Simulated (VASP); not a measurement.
# KYSe2 (P4/mmm) in VASP: a series of runs

KYSe2 is run at these levels: r2SCAN; tasks: single point.

All numbers are computed with VASP 6.6.1; they aren't measurements. Logs are shortened: lines on timing, memory, paths and dates and some standing lists are left out, and cuts for length are marked.

### Step 1. The cell of the first run

The structure is tetragonal, space group P4/mmm (No. 123). Conventional cell: a = 4.276 Å, b = 4.276 Å, c = 5.809 Å, α = 90.00°, β = 90.00°, γ = 90.00°. K (site symmetry 4/mmm) has 6 Se at 2.90 to 3.02 Å within 3.8 Å. Within 3.8 Å of Se (site symmetry 4/mmm) lie 2 K at 2.90 Å and 4 Y at 3.02 Å. Se (site symmetry 4/mmm) has 2 Y at 2.90 Å and 4 K at 3.02 Å within 3.8 Å. Y (site symmetry 4/mmm) has 6 Se at 2.90 to 3.02 Å within 3.8 Å.

### Step 2. Single point, r2SCAN (26.55 Å³/atom)

File POSCAR:

```
KYSe2
1.0
    4.2761096857      0.0000000000      0.0000000000
    0.0000000000      4.2761096857      0.0000000000
    0.0000000000      0.0000000000      5.8089965559
K Se Y
1 2 1
Direct
    0.0000000000      0.0000000000      0.0000000000
    0.0000000000      0.0000000000      0.5000000000
    0.5000000000      0.5000000000      0.0000000000
    0.5000000000      0.5000000000      0.5000000000
```

File INCAR.step1:

```
ALGO = Normal
EDIFF = 1E-4
ENCUT = 520
GGA = PE
ISMEAR = 0
LASPH = T
LCHARG = F
LREAL = F
LWAVE = T
NBANDS = 24
NELM = 60
PREC = Accurate
SIGMA = 0.01
```

File INCAR.step2:

```
ALGO = Normal
EDIFF = 1E-6
ENCUT = 520
ISIF = 2
ISMEAR = 0
ISTART = 1
LASPH = T
LCHARG = F
LMIXTAU = T
LREAL = F
LWAVE = F
METAGGA = R2SCAN
NBANDS = 24
NELM = 60
PREC = Accurate
SIGMA = 0.01
```

File KPOINTS:

```
k-points
0
Gamma
  6 6 4
```

Potentials or basis: VASP PAW PBE potentials, release 64 (K_sv, Se, Y_sv).

Started as:

```bash
$ cat potpaw_PBE.64/K_sv/POTCAR potpaw_PBE.64/Se/POTCAR potpaw_PBE.64/Y_sv/POTCAR > POTCAR
$ cp INCAR.step1 INCAR
$ mpirun -np 1 vasp_std > vasp.out
$ cp INCAR.step2 INCAR
$ mpirun -np 1 vasp_std > vasp.out
```

OUTCAR:

```text
EDIFF = 1E-6
   ENCUT = 520
   ISIF = 2
   ISMEAR = 0
   ISTART = 1
   LASPH = T
   LREAL = F
   METAGGA = R2SCAN
   NELM = 60
   PREC = Accurate

 ion  position               nearest neighbor table
   1  0.000  0.000  0.000-   2 2.90   2 2.90   3 3.02   3 3.02   3 3.02   3 3.02
   2  0.000  0.000  0.500-   1 2.90   1 2.90   4 3.02   4 3.02   4 3.02   4 3.02
   3  0.500  0.500  0.000-   4 2.90   4 2.90   1 3.02   1 3.02   1 3.02   1 3.02
   4  0.500  0.500  0.500-   3 2.90   3 2.90   2 3.02   2 3.02   2 3.02   2 3.02

  LATTYP: Found a simple tetragonal cell.
 ALAT       =     4.2761096857
 C/A-ratio  =     1.3584769762

  Lattice vectors:

 A1 = (   4.2761096857,   0.0000000000,   0.0000000000)
 A2 = (   0.0000000000,   4.2761096857,   0.0000000000)
 A3 = (   0.0000000000,   0.0000000000,   5.8089965559)

Analysis of symmetry for initial positions (statically):
=====================================================================
 Subroutine PRICEL returns:
 Original cell was already a primitive cell.

 Routine SETGRP: Setting up the symmetry group for a
 simple tetragonal supercell.

 Subroutine GETGRP returns: Found 16 space group operations
 (whereof 16 operations were pure point group operations)
 out of a pool of 16 trial point group operations.

The static configuration has the point symmetry D_4h.

Analysis of symmetry for dynamics (positions and initial velocities):
=====================================================================
 Subroutine PRICEL returns:
 Original cell was already a primitive cell.

 Routine SETGRP: Setting up the symmetry group for a
 simple tetragonal supercell.

 Subroutine GETGRP returns: Found 16 space group operations
 (whereof 16 operations were pure point group operations)
 out of a pool of 16 trial point group operations.

The dynamic configuration has the point symmetry D_4h.

 Subroutine INISYM returns: Found 16 space group operations
 (whereof 16 operations are pure point group operations),
 and found     1 'primitive' translations

----------------------------------------------------------------------------------------

                                     Primitive cell

  volume of cell :     106.2182

  direct lattice vectors                    reciprocal lattice vectors
     4.276109686  0.000000000  0.000000000     0.233857425  0.000000000  0.000000000
     0.000000000  4.276109686  0.000000000     0.000000000  0.233857425  0.000000000
     0.000000000  0.000000000  5.808996556     0.000000000  0.000000000  0.172146771

  length of vectors
     4.276109686  4.276109686  5.808996556     0.233857425  0.233857425  0.172146771

  position of ions in fractional coordinates (direct lattice)
     0.000000000  0.000000000  0.000000000
     0.000000000  0.000000000  0.500000000
     0.500000000  0.500000000  0.000000000
     0.500000000  0.500000000  0.500000000

  ion indices of the primitive-cell ions
   primitive index   ion index
                 1           1
                 2           2
                 3           3
                 4           4

----------------------------------------------------------------------------------------

 KPOINTS: k-points

Automatic generation of k-mesh.
 Grid dimensions read from file:
 generate k-points for:    6    6    4

 Generating k-lattice:

  Cartesian coordinates                     Fractional coordinates (reciprocal lattice)
     0.038976237  0.000000000  0.000000000     0.166666667  0.000000000  0.000000000
     0.000000000  0.038976237  0.000000000     0.000000000  0.166666667  0.000000000
     0.000000000  0.000000000  0.043036693     0.000000000  0.000000000  0.250000000

  Length of vectors
     0.038976237  0.038976237  0.043036693

  Shift w.r.t. Gamma in fractional coordinates (k-lattice)
     0.000000000  0.000000000  0.000000000

 Subroutine IBZKPT returns following result:
 ===========================================

 Found     30 irreducible k-points:

 Following reciprocal coordinates:
            Coordinates               Weight
  0.000000  0.000000  0.000000      1.000000
  0.166667  0.000000  0.000000      4.000000
  0.333333  0.000000  0.000000      4.000000
  0.500000  0.000000  0.000000      2.000000
  0.166667  0.166667  0.000000      4.000000
  0.333333  0.166667  0.000000      8.000000
[... 16 lines left out ...]
  0.333333  0.000000  0.500000      4.000000
  0.500000  0.000000  0.500000      2.000000
 [... further k-points ...]
   k-points           NKPTS =     30   k-points in BZ     NKDIM =     30   number of bands    NBANDS=     24
   number of dos      NEDOS =    301   number of ions     NIONS =      4
   total plane-waves  NPLWV =  49152
   dimension x,y,z NGX =    32 NGY =   32 NGZ =   48
   dimension x,y,z NGXF=    64 NGYF=   64 NGZF=   96
   ions per type =               1   2   1
   NGX,Y,Z   is equivalent  to a cutoff of  12.44, 12.44, 13.74 a.u.
   NGXF,Y,Z  is equivalent  to a cutoff of  24.88, 24.88, 27.47 a.u.
 SYSTEM =  unknown system
   PREC   = accura    normal or accurate (medium, high low for compatibility)
   ISTART =      1    job   : 0-new  1-cont  2-samecut
   ICHARG =      0    charge: 1-file 2-atom 10-const
   ISPIN  =      1    spin polarized calculation?
   LNONCOLLINEAR =      F non collinear calculations
   LSORBIT =      F    spin-orbit coupling
   LASPH  =      T    aspherical Exc in radial PAW
   ENCUT  =  520.0 eV  38.22 Ry    6.18 a.u.   7.95  7.95 10.80*2*pi/ulx,y,z
   NELM   =     60;   NELMIN=  2; NELMDL=  0     # of ELM steps
   EDIFF  = 0.1E-05   stopping-criterion for ELM
   LREAL  =      F    real-space projection
[... 7 lines left out ...]
   TEBEG  =    0.0;   TEEND  =   0.0 temperature during run
   PSTRESS=    0.0 pullay stress
   NELECT =      32.0000    total number of electrons
   NUPDOWN=      -1.0000    fix difference up-down
   EMIN   =  10.00;   EMAX   =-10.00  energy-range for DOS
   EFERMI =   0.00;   METHOD = LEGACY
   ISMEAR =     0;   SIGMA  =   0.01  broadening in eV -4-tet -1-fermi 0-gaus
   EFERMI_NEDOS =   21; number of points for ismear=-14 and -15
   IALGO  =     38    algorithm
   IMIX   =      4    mixing-type and parameters
     AMIX     =   0.40;   BMIX     =  1.00
     AMIX_MAG =   1.60;   BMIX_MAG =  1.00
  volume/ion in A,a.u.               =      26.55       179.20
  Fermi-wavevector in a.u.,A,eV,Ry     =   1.097468  2.073914 16.387349  1.204436
  Thomas-Fermi vector in A             =   2.233829
   LORBIT       =      0    0 simple, 1 ext, 2 COOP (PROOUT), +10 PAW based schemes
   METAGGA = R2SCAN    functional components
   LHFCALC =     F    Hartree Fock is set to
   AEXX    =    0.0000 exact exchange contribution
   IVDW    =     0    specifies the selected vdW correction
   LEPSILON=     F    determine dielectric tensor
   LRPA    =     F    only Hartree local field effects (RPA)
 non-spin polarized calculation
 Gauss-broadening in eV      SIGMA  =   0.01
  energy-cutoff  :      520.00
  volume of cell :      106.22
 maximum number of plane-waves:      2904
 NGX is ok and might be reduce to    32
   NGX = 15   NGY = 15   NGZ = 21

 number of electron      31.9999999 magnetization

 Free energy of the ion-electron system (eV)
  ---------------------------------------------------
  ext. energy  EPLUGINS =         0.00000000
  ---------------------------------------------------
  free energy    TOTEN  =       -61.80904366 eV

  energy without entropy =      -61.80904366  energy(sigma->0) =      -61.80904366

 E-fermi :   2.2596     XC(G=0):  -9.6421

 val. band max:        2.2044475128   @ k =   0.0000   0.0000   0.0000
 cond. band min:       2.6541958649   @ k =   0.0000   0.0000   0.0000
 fundamental gap:      0.4497483521
 Fermi energy:         2.2595794563

 k-point     1 :       0.0000    0.0000    0.0000
  band No.  band energies     occupation
      1     -42.6428      2.00000
      2     -27.3506      2.00000
      3     -21.9366      2.00000
      4     -21.9366      2.00000
      5     -21.8029      2.00000
      6     -10.8683      2.00000
[... 16 lines left out ...]
     23       7.8048      0.00000
     24       9.0027      0.00000

 k-point     2 :       0.1667    0.0000    0.0000
  band No.  band energies     occupation
      1     -42.6422      2.00000
      2     -27.3486      2.00000
      3     -21.9534      2.00000
      4     -21.9342      2.00000
      5     -21.8018      2.00000
      6     -10.7949      2.00000
[... 16 lines left out ...]
     23       8.3016      0.00000
     24       9.6309      0.00000

 k-point     3 :       0.3333    0.0000    0.0000
  band No.  band energies     occupation
      1     -42.6411      2.00000
      2     -27.3447      2.00000
      3     -21.9866      2.00000
      4     -21.9294      2.00000
      5     -21.7995      2.00000
      6     -10.8001      2.00000
[... 16 lines left out ...]
     23       8.7071      0.00000
     24       9.1892      0.00000

 k-point     4 :       0.5000    0.0000    0.0000
  band No.  band energies     occupation
      1     -42.6406      2.00000
      2     -27.3428      2.00000
      3     -22.0030      2.00000
      4     -21.9269      2.00000
      5     -21.7984      2.00000
      6     -10.8952      2.00000
[... 16 lines left out ...]
     23       8.2398      0.00000
     24       9.7290      0.00000

 k-point     5 :       0.1667    0.1667    0.0000
  band No.  band energies     occupation
      1     -42.6417      2.00000
      2     -27.3467      2.00000
      3     -21.9524      2.00000
      4     -21.9481      2.00000
      5     -21.8007      2.00000
      6     -10.7453      2.00000
[... 451 lines left out ...]
 k-point    22 :       0.1667    0.0000    0.5000
  band No.  band energies     occupation
      1     -42.6422      2.00000
      2     -27.3481      2.00000
      3     -21.9533      2.00000
      4     -21.9340      2.00000
      5     -21.8099      2.00000
      6     -11.4249      2.00000
[... 16 lines left out ...]
     23       9.0433      0.00000
     24       9.7107      0.00000

 k-point    23 :       0.3333    0.0000    0.5000
  band No.  band energies     occupation
      1     -42.6411      2.00000
      2     -27.3441      2.00000
      3     -21.9867      2.00000
      4     -21.9292      2.00000
      5     -21.8079      2.00000
      6     -11.3091      2.00000
[... 16 lines left out ...]
     23       8.8861      0.00000
     24       9.8673      0.00000

 k-point    24 :       0.5000    0.0000    0.5000
  band No.  band energies     occupation
      1     -42.6406      2.00000
      2     -27.3420      2.00000
      3     -22.0033      2.00000
      4     -21.9268      2.00000
      5     -21.8069      2.00000
      6     -11.2514      2.00000
[... 16 lines left out ...]
     23       8.9833      0.00000
     24       9.7568      0.00000

 [... further k-points ...]

------------------------ aborting loop because EDIFF is reached ----------------------------------------

  FORCE on cell =-STRESS in cart. coord.  units (eV):
  Direction    XX          YY          ZZ          XY          YZ          ZX
  --------------------------------------------------------------------------------------
  -------------------------------------------------------------------------------------
  Total        1.0872154      1.0872154      1.4630900      0.0000000      0.0000000      0.0000000
  in kB       16.3993782     16.3993782     22.0690085      0.0000000      0.0000000      0.0000000
  external PRESSURE =      18.2892550 kB  Pullay stress =       0.0000000 kB

 VOLUME and BASIS-vectors are now :
 -----------------------------------------------------------------------------
  energy-cutoff  :      520.00
  volume of cell :      106.22
      direct lattice vectors                 reciprocal lattice vectors
     4.276109686  0.000000000  0.000000000     0.233857425  0.000000000  0.000000000
     0.000000000  4.276109686  0.000000000     0.000000000  0.233857425  0.000000000
     0.000000000  0.000000000  5.808996556     0.000000000  0.000000000  0.172146771

 POSITION                                       TOTAL-FORCE (eV/Angst)
 -----------------------------------------------------------------------------------
      0.00000      0.00000      0.00000         0.000000      0.000000      0.000000
      0.00000      0.00000      2.90450         0.000000      0.000000      0.000000
      2.13805      2.13805      0.00000         0.000000      0.000000      0.000000
      2.13805      2.13805      2.90450         0.000000      0.000000      0.000000
 -----------------------------------------------------------------------------------
    total drift:                                0.000000     -0.000000     -0.000000

  FREE ENERGIE OF THE ION-ELECTRON SYSTEM (eV)
  ---------------------------------------------------
  free  energy   TOTEN  =       -61.8090436624 eV

  energy  without entropy=      -61.8090436624  energy(sigma->0) =      -61.80904366
```

It took 91 s on 1 thread of Intel Xeon 6975P-C (Granite Rapids), shared host; peak memory 0.29 GiB.

Results:

```yaml
Free_energy: -61.8090 eV
Pressure: 1.8 GPa
Band_gap_on_the_k_mesh: 0.45 eV
```

Caveat: semilocal functionals underestimate gaps, and a narrow one can read as zero; the PAW data sets were made with another functional, which shifts forces and pressure a little.

### Step 3. Single point, r2SCAN

This run uses another cell than the first one, of 27.38 Å³/atom.

File POSCAR:

```
KYSe2
1.0
    4.3197464719      0.0000000000      0.0000000000
    0.0000000000      4.3197464719      0.0000000000
    0.0000000000      0.0000000000      5.8682761253
K Se Y
1 2 1
Direct
    0.0000000000      0.0000000000      0.0000000000
    0.0000000000      0.0000000000      0.5000000000
    0.5000000000      0.5000000000      0.0000000000
    0.5000000000      0.5000000000      0.5000000000
```

File INCAR.step1:

```
ALGO = Normal
EDIFF = 1E-4
ENCUT = 520
GGA = PE
ISMEAR = 0
LASPH = True
LCHARG = False
LREAL = False
LWAVE = True
NBANDS = 24
NELM = 80
PREC = Accurate
SIGMA = 0.01
```

File INCAR.step2:

```
ALGO = Normal
EDIFF = 1E-7
ENCUT = 520
ISIF = 2
ISMEAR = 0
ISTART = 1
LASPH = True
LCHARG = False
LMIXTAU = True
LREAL = False
LWAVE = False
METAGGA = R2SCAN
NBANDS = 24
NELM = 80
PREC = Accurate
SIGMA = 0.01
```

KPOINTS is that of step 2.

Potentials or basis: VASP PAW PBE potentials, release 64 (K_sv, Se, Y_sv).

Started as:

```bash
$ cat potpaw_PBE.64/K_sv/POTCAR potpaw_PBE.64/Se/POTCAR potpaw_PBE.64/Y_sv/POTCAR > POTCAR
$ cp INCAR.step1 INCAR
$ mpirun -np 1 vasp_std > vasp.out
$ cp INCAR.step2 INCAR
$ mpirun -np 1 vasp_std > vasp.out
```

Wall time 2.1 min (1 thread of Intel Xeon 6975P-C (Granite Rapids), shared host); peak memory 0.29 GiB.

The run converged. Its results:

- Free energy: -61.8278 eV
- Pressure: 0.0 GPa
- Band gap on the k mesh: 0.50 eV

Levels at points of the mesh, in eV from the valence-band top:
```
           k point  band 14  band 15  band 16  band 17  band 18  band 19
(0.00, 0.00, 0.00)    -0.47     0.00     0.00     0.50     2.20     2.43
(0.50, 0.00, 0.00)    -1.72    -1.67    -0.59     2.77     3.04     3.16
(0.50, 0.50, 0.00)    -1.08    -0.67    -0.67     1.23     1.23     3.12
(0.00, 0.00, 0.50)    -1.95    -0.47    -0.47     0.58     2.22     2.56
(0.50, 0.00, 0.50)    -2.49    -0.95    -0.85     3.21     3.75     3.81
(0.50, 0.50, 0.50)    -1.85    -1.40    -1.40     3.01     3.01     3.27
```

Caveat: semilocal functionals underestimate gaps, and a narrow one can read as zero; the PAW data sets were made with another functional, which shifts forces and pressure a little.

[end of part 1 of 2]
